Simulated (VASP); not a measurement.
# InP (F-43m) in VASP: settings compared

Aim: see how the results for InP move with the level of theory and the settings. Levels: LDA, PBE. Tasks: single point.

Program: VASP 6.6.1. These are calculated values, not measurements. Logs are shortened: lines on timing, memory, paths and dates and some standing lists are left out, and cuts for length are marked.

## (1) The cell of the first run

Symmetry: F-43m, No. 216, cubic system. Conventional cell: a = 5.908 Å, b = 5.908 Å, c = 5.908 Å, α = 90.00°, β = 90.00°, γ = 90.00°. Within 3.4 Å of In (site symmetry -43m) lie 4 P at 2.56 Å. Within 3.4 Å of P (site symmetry -43m) lie 4 In at 2.56 Å.

## (2) Single point, LDA

INCAR reads:

```
SYSTEM = InP
PREC = Accurate
ENCUT = 520
EDIFF = 1E-6
ISMEAR = 0
SIGMA = 0.01
LREAL = .FALSE.
LASPH = .TRUE.
NELM = 60
ALGO = Normal
ISIF = 2
LWAVE = .FALSE.
LCHARG = .FALSE.
GGA = CA
NBANDS = 16
```

KPOINTS reads:

```
Automatic mesh
0
G
  4 4 4
  0 0 0
```

POSCAR reads:

```
InP
1.0
    0.0000000000      2.9537876370      2.9537876370
    2.9537876370      0.0000000000      2.9537876370
    2.9537876370      2.9537876370      0.0000000000
In P
1 1
Direct
    0.0000000000      0.0000000000      0.0000000000
    0.2500000000      0.2500000000      0.2500000000
```

Potentials or basis: VASP PAW LDA potentials, release 64 (In_d, P).

Started as:

```console
> cat potpaw_LDA.64/In_d/POTCAR potpaw_LDA.64/P/POTCAR > POTCAR
> mpirun -np 1 vasp_std > vasp.out
```

OUTCAR:

```text
SYSTEM = InP
   PREC = Accurate
   ENCUT = 520
   EDIFF = 1E-6
   ISMEAR = 0
   LREAL = .FALSE.
   LASPH = .TRUE.
   NELM = 60
   ISIF = 2
   GGA = CA

 ion  position               nearest neighbor table
   1  0.000  0.000  0.000-   2 2.56   2 2.56   2 2.56   2 2.56
   2  0.250  0.250  0.250-   1 2.56   1 2.56   1 2.56   1 2.56

  LATTYP: Found a face centered cubic cell.
 ALAT       =     5.9075752740

  Lattice vectors:

 A1 = (   0.0000000000,   2.9537876370,   2.9537876370)
 A2 = (   2.9537876370,   0.0000000000,   2.9537876370)
 A3 = (   2.9537876370,   2.9537876370,   0.0000000000)

Analysis of symmetry for initial positions (statically):
=====================================================================
 Subroutine PRICEL returns:
 Original cell was already a primitive cell.

 Routine SETGRP: Setting up the symmetry group for a
 face centered cubic supercell.

 Subroutine GETGRP returns: Found 24 space group operations
 (whereof 24 operations were pure point group operations)
 out of a pool of 48 trial point group operations.

The static configuration has the point symmetry T_d .

Analysis of symmetry for dynamics (positions and initial velocities):
=====================================================================
 Subroutine PRICEL returns:
 Original cell was already a primitive cell.

 Routine SETGRP: Setting up the symmetry group for a
 face centered cubic supercell.

 Subroutine GETGRP returns: Found 24 space group operations
 (whereof 24 operations were pure point group operations)
 out of a pool of 48 trial point group operations.

The dynamic configuration has the point symmetry T_d .

 Subroutine INISYM returns: Found 24 space group operations
 (whereof 24 operations are pure point group operations),
 and found     1 'primitive' translations

----------------------------------------------------------------------------------------

                                     Primitive cell

  volume of cell :      51.5428

  direct lattice vectors                    reciprocal lattice vectors
     0.000000000  2.953787637  2.953787637    -0.169274187  0.169274187  0.169274187
     2.953787637  0.000000000  2.953787637     0.169274187 -0.169274187  0.169274187
     2.953787637  2.953787637  0.000000000     0.169274187  0.169274187 -0.169274187

  length of vectors
     4.177286537  4.177286537  4.177286537     0.293191492  0.293191492  0.293191492

  position of ions in fractional coordinates (direct lattice)
     0.000000000  0.000000000  0.000000000
     0.250000000  0.250000000  0.250000000

  ion indices of the primitive-cell ions
   primitive index   ion index
                 1           1
                 2           2

----------------------------------------------------------------------------------------

 KPOINTS: Automatic mesh

Automatic generation of k-mesh.
 Grid dimensions read from file:
 generate k-points for:    4    4    4

 Generating k-lattice:

  Cartesian coordinates                     Fractional coordinates (reciprocal lattice)
    -0.042318547  0.042318547  0.042318547     0.250000000  0.000000000  0.000000000
     0.042318547 -0.042318547  0.042318547     0.000000000  0.250000000  0.000000000
     0.042318547  0.042318547 -0.042318547     0.000000000  0.000000000  0.250000000

  Length of vectors
     0.073297873  0.073297873  0.073297873

  Shift w.r.t. Gamma in fractional coordinates (k-lattice)
     0.000000000  0.000000000  0.000000000

 Subroutine IBZKPT returns following result:
 ===========================================

 Found      8 irreducible k-points:

 Following reciprocal coordinates:
            Coordinates               Weight
  0.000000  0.000000  0.000000      1.000000
  0.250000  0.000000  0.000000      8.000000
  0.500000  0.000000  0.000000      4.000000
  0.250000  0.250000  0.000000      6.000000
  0.500000  0.250000  0.000000     24.000000
 -0.250000  0.250000  0.000000     12.000000
  0.500000  0.500000  0.000000      3.000000
 -0.250000  0.500000  0.250000      6.000000
   k-points           NKPTS =      8   k-points in BZ     NKDIM =      8   number of bands    NBANDS=     16
   number of dos      NEDOS =    301   number of ions     NIONS =      2
   total plane-waves  NPLWV =  32768
   dimension x,y,z NGX =    32 NGY =   32 NGZ =   32
   dimension x,y,z NGXF=    64 NGYF=   64 NGZF=   64
   ions per type =               1   1
   NGX,Y,Z   is equivalent  to a cutoff of  12.74, 12.74, 12.74 a.u.
   NGXF,Y,Z  is equivalent  to a cutoff of  25.47, 25.47, 25.47 a.u.
 SYSTEM =  InP
   PREC   = accura    normal or accurate (medium, high low for compatibility)
   ISTART =      0    job   : 0-new  1-cont  2-samecut
   ICHARG =      2    charge: 1-file 2-atom 10-const
   ISPIN  =      1    spin polarized calculation?
   LNONCOLLINEAR =      F non collinear calculations
   LSORBIT =      F    spin-orbit coupling
   LASPH  =      T    aspherical Exc in radial PAW
   ENCUT  =  520.0 eV  38.22 Ry    6.18 a.u.   7.77  7.77  7.77*2*pi/ulx,y,z
   NELM   =     60;   NELMIN=  2; NELMDL= -5     # of ELM steps
   EDIFF  = 0.1E-05   stopping-criterion for ELM
   LREAL  =      F    real-space projection
   EDIFFG = 0.1E-04   stopping-criterion for IOM
   NSW    =      0    number of steps for IOM
   IBRION =     -1    ionic relax: 0-MD 1-quasi-New 2-CG
   NFREE  =      0    steps in history (QN), initial steepest desc. (CG)
   ISIF   =      2    stress and relaxation
   ISYM   =      2    0-nonsym 1-usesym 2-fastsym
   POTIM  = 0.5000    time-step for ionic-motion
   TEBEG  =    0.0;   TEEND  =   0.0 temperature during run
   PSTRESS=    0.0 pullay stress
   NELECT =      18.0000    total number of electrons
   NUPDOWN=      -1.0000    fix difference up-down
   EMIN   =  10.00;   EMAX   =-10.00  energy-range for DOS
   EFERMI =   0.00;   METHOD = LEGACY
   ISMEAR =     0;   SIGMA  =   0.01  broadening in eV -4-tet -1-fermi 0-gaus
   EFERMI_NEDOS =   21; number of points for ismear=-14 and -15
   IALGO  =     38    algorithm
   IMIX   =      4    mixing-type and parameters
     AMIX     =   0.40;   BMIX     =  1.00
     AMIX_MAG =   1.60;   BMIX_MAG =  1.00
  volume/ion in A,a.u.               =      25.77       173.91
  Fermi-wavevector in a.u.,A,eV,Ry     =   1.152860  2.178589 18.083301  1.329085
  Thomas-Fermi vector in A             =   2.289508
   LORBIT       =      0    0 simple, 1 ext, 2 COOP (PROOUT), +10 PAW based schemes
   GGA     = CA    functional components
   LHFCALC =     F    Hartree Fock is set to
   AEXX    =    0.0000 exact exchange contribution
   IVDW    =     0    specifies the selected vdW correction
   LEPSILON=     F    determine dielectric tensor
   LRPA    =     F    only Hartree local field effects (RPA)
 non-spin polarized calculation
 Gauss-broadening in eV      SIGMA  =   0.01
  energy-cutoff  :      520.00
  volume of cell :       51.54
 maximum number of plane-waves:      1411
   NGX = 15   NGY = 15   NGZ = 15

 number of electron      18.0000008 magnetization

 Free energy of the ion-electron system (eV)
  ---------------------------------------------------
  ext. energy  EPLUGINS =         0.00000000
  ---------------------------------------------------
  free energy    TOTEN  =        -9.53603871 eV

  energy without entropy =       -9.53603871  energy(sigma->0) =       -9.53603871

 E-fermi :   4.8469     XC(G=0):  -9.4976

 val. band max:        4.7977953656   @ k =   0.0000   0.0000   0.0000
 cond. band min:       5.1579274562   @ k =   0.0000   0.0000   0.0000
 fundamental gap:      0.3601320906
 Fermi energy:         4.8468979129

 k-point     1 :       0.0000    0.0000    0.0000
  band No.  band energies     occupation
      1      -9.3945      2.00000
      2      -9.3945      2.00000
      3      -9.3945      2.00000
      4      -9.2535      2.00000
      5      -9.2535      2.00000
      6      -6.5947      2.00000
      7       4.7978      2.00000
      8       4.7978      2.00000
      9       4.7978      2.00000
     10       5.1579      0.00000
     11       8.7238      0.00000
     12       8.7238      0.00000
     13       8.7238      0.00000
     14      12.9281      0.00000
     15      14.1820      0.00000
     16      14.1820      0.00000

 k-point     2 :       0.2500    0.0000    0.0000
  band No.  band energies     occupation
      1      -9.4490      2.00000
      2      -9.3728      2.00000
      3      -9.3728      2.00000
      4      -9.2510      2.00000
      5      -9.2510      2.00000
      6      -5.9365      2.00000
      7       1.3085      2.00000
      8       4.2440      2.00000
      9       4.2440      2.00000
     10       6.3296      0.00000
     11       9.4226      0.00000
     12       9.4226      0.00000
     13       9.8778      0.00000
     14      13.2684      0.00000
     15      13.2684      0.00000
     16      13.5938      0.00000

 k-point     3 :       0.5000    0.0000    0.0000
  band No.  band energies     occupation
      1      -9.4997      2.00000
      2      -9.3584      2.00000
      3      -9.3584      2.00000
      4      -9.2409      2.00000
      5      -9.2409      2.00000
      6      -4.9135      2.00000
      7      -0.9358      2.00000
      8       3.8353      2.00000
      9       3.8353      2.00000
     10       6.0371      0.00000
     11       9.4606      0.00000
     12       9.4606      0.00000
     13      11.6131      0.00000
     14      13.8941      0.00000
     15      15.3144      0.00000
     16      15.3144      0.00000

 k-point     4 :       0.2500    0.2500    0.0000
  band No.  band energies     occupation
      1      -9.4860      2.00000
      2      -9.3470      2.00000
      3      -9.3470      2.00000
      4      -9.2752      2.00000
      5      -9.2371      2.00000
      6      -5.7187      2.00000
      7       1.3850      2.00000
      8       3.4002      2.00000
      9       3.4002      2.00000
     10       7.1055      0.00000
     11       7.7027      0.00000
     12      10.9771      0.00000
     13      10.9771      0.00000
     14      11.5163      0.00000
     15      14.7289      0.00000
     16      16.4665      0.00000

 k-point     5 :       0.5000    0.2500    0.0000
  band No.  band energies     occupation
      1      -9.5213      2.00000
      2      -9.3373      2.00000
      3      -9.3254      2.00000
      4      -9.2723      2.00000
      5      -9.2337      2.00000
      6      -4.6573      2.00000
      7      -0.5556      2.00000
      8       2.0910      2.00000
      9       3.0762      2.00000
     10       7.1655      0.00000
     11       8.9881      0.00000
     12      10.7521      0.00000
     13      11.2881      0.00000
     14      13.9065      0.00000
     15      15.4550      0.00000
     16      16.5292      0.00000

 k-point     6 :      -0.2500    0.2500    0.0000
  band No.  band energies     occupation
      1      -9.4944      2.00000
      2      -9.3524      2.00000
      3      -9.3447      2.00000
      4      -9.2547      2.00000
      5      -9.2488      2.00000
      6      -5.0397      2.00000
      7      -0.0081      2.00000
      8       1.9847      2.00000
      9       3.7803      2.00000
     10       7.5810      0.00000
     11       9.6640      0.00000
     12      10.1410      0.00000
     13      10.2670      0.00000
     14      12.7744      0.00000
     15      14.8467      0.00000
     16      16.4496      0.00000

 k-point     7 :       0.5000    0.5000    0.0000
  band No.  band energies     occupation
      1      -9.5619      2.00000
      2      -9.3011      2.00000
      3      -9.2974      2.00000
      4      -9.2974      2.00000
      5      -9.2207      2.00000
      6      -4.2650      2.00000
      7      -0.9905      2.00000
      8       2.5045      2.00000
      9       2.5045      2.00000
     10       6.3914      0.00000
     11       6.8932      0.00000
     12      13.6343      0.00000
     13      14.0447      0.00000
     14      14.0447      0.00000
     15      15.5439      0.00000
     16      16.4487      0.00000

 k-point     8 :      -0.2500    0.5000    0.2500
  band No.  band energies     occupation
      1      -9.5294      2.00000
      2      -9.3397      2.00000
      3      -9.3050      2.00000
      4      -9.2729      2.00000
      5      -9.2394      2.00000
      6      -4.1899      2.00000
      7      -0.8471      2.00000
      8       1.8724      2.00000
      9       1.9063      2.00000
     10       8.9435      0.00000
     11       8.9708      0.00000
     12      10.1076      0.00000
     13      10.8179      0.00000
     14      14.5759      0.00000
     15      15.9470      0.00000
     16      16.5179      0.00000

------------------------ aborting loop because EDIFF is reached ----------------------------------------

  FORCE on cell =-STRESS in cart. coord.  units (eV):
  Direction    XX          YY          ZZ          XY          YZ          ZX
  --------------------------------------------------------------------------------------
  -------------------------------------------------------------------------------------
  Total       -0.8111741     -0.8111741     -0.8111741     -0.0000000      0.0000000     -0.0000000
  in kB      -25.2148787    -25.2148787    -25.2148787     -0.0000000      0.0000000     -0.0000000
  external PRESSURE =     -25.2148787 kB  Pullay stress =       0.0000000 kB

 VOLUME and BASIS-vectors are now :
 -----------------------------------------------------------------------------
  energy-cutoff  :      520.00
  volume of cell :       51.54
      direct lattice vectors                 reciprocal lattice vectors
     0.000000000  2.953787637  2.953787637    -0.169274187  0.169274187  0.169274187
     2.953787637  0.000000000  2.953787637     0.169274187 -0.169274187  0.169274187
     2.953787637  2.953787637  0.000000000     0.169274187  0.169274187 -0.169274187

 POSITION                                       TOTAL-FORCE (eV/Angst)
 -----------------------------------------------------------------------------------
      0.00000      0.00000      0.00000        -0.000000     -0.000000     -0.000000
      1.47689      1.47689      1.47689         0.000000      0.000000      0.000000
 -----------------------------------------------------------------------------------
    total drift:                               -0.000000     -0.000000     -0.000000

  FREE ENERGIE OF THE ION-ELECTRON SYSTEM (eV)
  ---------------------------------------------------
  free  energy   TOTEN  =        -9.5360387082 eV

  energy  without entropy=       -9.5360387082  energy(sigma->0) =       -9.53603871
```

Wall time 8.1 s (1 thread of Intel Xeon 8259CL, shared host); peak memory 0.15 GiB.

What came out:

```
Free energy            : -9.5360 eV
Pressure               : -2.5 GPa
Band gap on the k mesh : 0.36 eV, direct
```

Levels at points of the mesh, in eV from the valence-band top:
```
           k point  band 7  band 8  band 9  band 10  band 11  band 12
(0.00, 0.00, 0.00)    0.00    0.00    0.00     0.36     3.93     3.93
(0.50, 0.00, 0.00)   -5.73   -0.96   -0.96     1.24     4.66     4.66
(0.50, 0.50, 0.00)   -5.79   -2.29   -2.29     1.59     2.10     8.84
```

Caveat: the k points lie up to 0.46 Å⁻¹ apart; spin-orbit coupling is left out, which moves the levels of the heavy elements.

## (3) Single point, PBE

INCAR reads:

```
SYSTEM = InP
PREC = Accurate
ENCUT = 520
EDIFF = 1E-7
ISMEAR = 0
SIGMA = 0.01
LREAL = .FALSE.
LASPH = .TRUE.
NELM = 80
ALGO = Normal
ISIF = 2
LWAVE = .FALSE.
LCHARG = .FALSE.
GGA = PE
NBANDS = 16
```

KPOINTS is that of step 2.

POSCAR is that of step 2.

Potentials or basis: VASP PAW PBE potentials, release 64 (In_d, P).

Started as:

```console
> cat potpaw_PBE.64/In_d/POTCAR potpaw_PBE.64/P/POTCAR > POTCAR
> mpirun -np 1 vasp_std > vasp.out
```

It took 13 s on 1 thread of Intel Xeon 8259CL, shared host; peak memory 0.17 GiB.

Results (log left out):

| Property | Result |
| --- | --- |
| Free energy | -8.2920 eV |
| Pressure | 1.8 GPa |
| Band gap on the k mesh | 0.57 eV, direct |

Levels at points of the mesh, in eV from the valence-band top:
```csv
k point,band 7,band 8,band 9,band 10,band 11,band 12
"(0.00, 0.00, 0.00)",0.00,0.00,0.00,0.57,4.06,4.06
"(0.50, 0.00, 0.00)",-5.63,-0.94,-0.94,1.42,4.78,4.78
"(0.50, 0.50, 0.00)",-5.67,-2.25,-2.25,1.78,2.25,9.07
```

Caveat: the k points lie up to 0.46 Å⁻¹ apart; spin-orbit coupling is left out, which moves the levels of the heavy elements.
